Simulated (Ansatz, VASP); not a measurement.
**Two plane-wave programs on MgO**

Contents of INCAR:

```
SYSTEM = MgO
ALGO = Normal ; EDIFF = 1E-6
ENCUT = 600 ; GGA = PE
GGA_COMPAT = .False. ; ISIF = 2
ISMEAR = 0 ; LASPH = .True.
LCHARG = .False. ; LREAL = .False.
LWAVE = .False. ; NBANDS = 11
NELM = 120 ; PREC = Accurate
SIGMA = 0.02
```

The input KPOINTS:

```
k-points
0
Gamma
  10 10 10
  0 0 0
```

The input POSCAR:

```
MgO
1.0
    0.0000000000      2.1239799322      2.1239799322
    2.1239799322      0.0000000000      2.1239799322
    2.1239799322      2.1239799322      0.0000000000
Mg O
1 1
Direct
    0.0000000000      0.0000000000      0.0000000000
    0.5000000000      0.5000000000      0.5000000000
```

Input for Ansatz:

```yaml
crystal:
  lattice:
    - [0.0, 2.1239799322, 2.1239799322]
    - [2.1239799322, 0.0, 2.1239799322]
    - [2.1239799322, 2.1239799322, 0.0]
  atoms:
    - { symbol: Mg, position: [0.0, 0.0, 0.0] }
    - { symbol: O, position: [0.5, 0.5, 0.5] }
basis:
  ecutwfc: 420
kpoints:
  mp_grid: { grid: [10, 10, 10] }
  band_path:
    path:
      - [[0.0, 0.0, 0.0], [0.5, 0.0, 0.5], [0.625, 0.25, 0.625]]
      - [[0.375, 0.375, 0.75], [0.0, 0.0, 0.0], [0.5, 0.5, 0.5], [0.5, 0.25, 0.75], [0.5, 0.0, 0.5]]
    npoints: 10
hamiltonian:
  xc: pbe
  pseudopotentials: { kind: paw }
scf:
  occupations: { method: gaussian, width: 0.02 }
  n_extra_bands: 7
output:
  forces: true
  stress: true
  eigenvalues: true
  dos: { projected: false, de: 0.02, nscf_kmesh: { grid: [15, 15, 15] } }
  write_density: true
  write_potential: true
  elf: true
  volumetric_format: npy
```

Alike in both runs: task single point; functional PBE; k mesh 10 × 10 × 10; occupations gaussian, width 0.02 eV; no spin polarisation.

```csv
,VASP,Ansatz
version,VASP 6.6.1,Ansatz 0.2.0
potentials or method,"VASP PAW PBE potentials, release 64 (Mg, O), cutoff 600 eV","scalar-relativistic, plane waves, PAW"
valence electrons in the cell,8,16
```

Ansatz gave:

| Property | Result |
| --- | --- |
| gap on the k mesh at the Fermi level (eV) | 4.50 |
| least direct gap on the mesh (eV) | 4.50 |
| pressure (GPa) | 0.6 |

Task: Which values does VASP return?

Result: gap on the k mesh at the Fermi level (eV): 4.48; least direct gap on the mesh (eV): 4.48; pressure (GPa): -0.4.

VASP's potentials hold 8 valence electrons a cell and Ansatz's 16, so a difference there can come from the potentials and not from the codes.
